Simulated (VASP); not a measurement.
A run of VASP 6.6.1 is set up as follows.

Contents of INCAR:

```
PREC = Accurate ; ENCUT = 520
EDIFF = 1E-6 ; ISMEAR = -1
SIGMA = 0.05 ; LREAL = Auto
LASPH = T ; NELM = 60
ALGO = Normal ; ISIF = 2
LWAVE = F ; LCHARG = T
GGA = PE ; LELF = T
LVHAR = T ; NBANDS = 53
```

Contents of KPOINTS:

```
regular mesh
0
Gamma
  2 2 2
```

POSCAR

```
Si16Ge
1.0
    0.0000000000      5.4300000000      5.4300000000
    5.4300000000      0.0000000000      5.4300000000
    5.4300000000      5.4300000000      0.0000000000
Si Ge
16 1
Direct
    0.0991528545     -0.0377900552     -0.0360589319
    0.0550736648      0.1999171271      0.1524585635
    0.1057274401     -0.1230018416      0.4737753223
    0.1922283610      0.0557642726      0.5883425414
   -0.1524217311      0.5435451197      0.0687200737
    0.1304604052      0.5957458564      0.0936464088
    0.0324033149      0.4281307551      0.4796777164
    0.0510220994      0.5115930018      0.7225690608
    0.3878453039      0.2532228361     -0.0072928177
    0.7325966851      0.1871639042      0.0777163904
    0.5740147330     -0.0329465930      0.3870349908
    0.7345580110      0.0769521179      0.4795488029
    0.4927255985      0.5243278085     -0.0166666667
    0.5467955801      0.7469613260      0.2939963168
    0.4553314917      0.3958471455      0.5408747698
    0.6278453039      0.5308655617      0.6323941068
    0.5243738490      0.8737476980      0.8404511971
```

Potentials or basis: VASP PAW PBE potentials, release 64 (Si, Ge_d).

Launch:

```sh
$ cat potpaw_PBE.64/Si/POTCAR potpaw_PBE.64/Ge_d/POTCAR > POTCAR
$ mpirun -np 1 vasp_std > vasp.out
```

Q: Predict the pressure.

A: 0.5 GPa.

Q: Estimate the largest force.

A: 2.038 eV/Å.

Q: Predict the band gap on the k mesh.

A: Zero (filled and empty bands touch).

Forces in eV/Å, atoms in the order of the input:
```
Si   0.281  0.113  0.607
Si  -1.502  0.845 -1.088
Si  -0.011  0.100  0.085
Si  -0.133 -0.287  0.128
Si   0.924 -0.730  0.788
Si   0.761 -0.153 -1.061
Si   0.283 -0.827 -0.904
Si  -0.183  0.146  1.416
Si  -1.181  0.148  0.382
Si  -0.365 -0.422  0.605
Si   0.837  0.064 -1.615
Si   0.370  0.713  0.323
Si   0.037  0.256  0.685
Si  -1.078 -0.998 -1.335
Si   1.074  0.491  0.266
Si  -1.008  0.138  0.379
Ge   0.894  0.404  0.337
```

Caveat: the k points lie up to 0.50 Å⁻¹ apart.
